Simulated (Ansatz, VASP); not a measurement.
**Two plane-wave programs on NaF**

File INCAR:

```
ALGO = Normal
EDIFF = 1E-7
EDIFFG = -0.01
ENCUT = 600
GGA = PE
IBRION = 2
ISIF = 3
ISMEAR = 0
LASPH = T
LCHARG = F
LREAL = F
LWAVE = F
NELM = 60
NSW = 65
PREC = Accurate
SIGMA = 0.02
```

File KPOINTS:

```
k-points
0
Gamma
  9 9 6
```

Contents of POSCAR:

```
NaF
1.0
    3.3230944552      0.0000000000      0.0000000000
   -1.6615472276      2.8778842174      0.0000000000
    0.0000000000      0.0000000000      5.4265611937
Na F
2 2
Direct
    0.0000000000      0.0000000000      0.0000000000
    0.0000000000      0.0000000000      0.5000000000
    0.3333333333      0.6666666667      0.2500000000
    0.6666666667      0.3333333333      0.7500000000
```

Input for Ansatz:

```yaml
crystal:
  lattice:
    - [3.3230944552, 0.0, 0.0]
    - [-1.6615472276, 2.8778842174, 0.0]
    - [0.0, 0.0, 5.4265611937]
  atoms:
    - { symbol: Na, position: [0.0, 0.0, 0.0] }
    - { symbol: F, position: [0.3333333333, 0.6666666667, 0.25] }
    - { symbol: Na, position: [0.0, 0.0, 0.5] }
    - { symbol: F, position: [0.6666666667, 0.3333333333, 0.75] }
basis:
  ecutwfc: 420
kpoints:
  mp_grid: { grid: [9, 9, 6] }
hamiltonian:
  xc: pbe
scf:
  occupations: { method: gaussian, width: 0.02 }
output:
  forces: true
  stress: true
  eigenvalues: true
  populations: true
relax:
  adjacent_minimum: "off"
  f_tol: 0.01
  max_steps: 45
  cell: { stress_tol: 0.05 }
```

Alike in both runs: task relaxation of cell and atoms; functional PBE; k mesh 9 × 9 × 6; occupations gaussian, width 0.02 eV; no spin polarisation.

|  | VASP | Ansatz |
| --- | --- | --- |
| version | VASP 6.6.1 | Ansatz 0.2.0 |
| potentials or method | VASP PAW PBE potentials, release 64 (Na_pv, F), cutoff 600 eV | scalar-relativistic, plane waves, PAW |
| valence electrons in the cell | 28 | 32 |

VASP gave:

```
gap on the k mesh at the Fermi level, each at its own relaxed structure (eV) : 5.99
relaxed volume (Å³/atom)                                                     : 13.01
relaxed cell length with the largest relative difference (Å)                 : 3.248
```

Task: Estimate Ansatz's values.

Result: gap on the k mesh at the Fermi level, each at its own relaxed structure (eV): 5.99; relaxed volume (Å³/atom): 13.05; relaxed cell length with the largest relative difference (Å): 3.254.

VASP's potentials hold 28 valence electrons a cell and Ansatz's 32, so a difference there can come from the potentials and not from the codes.
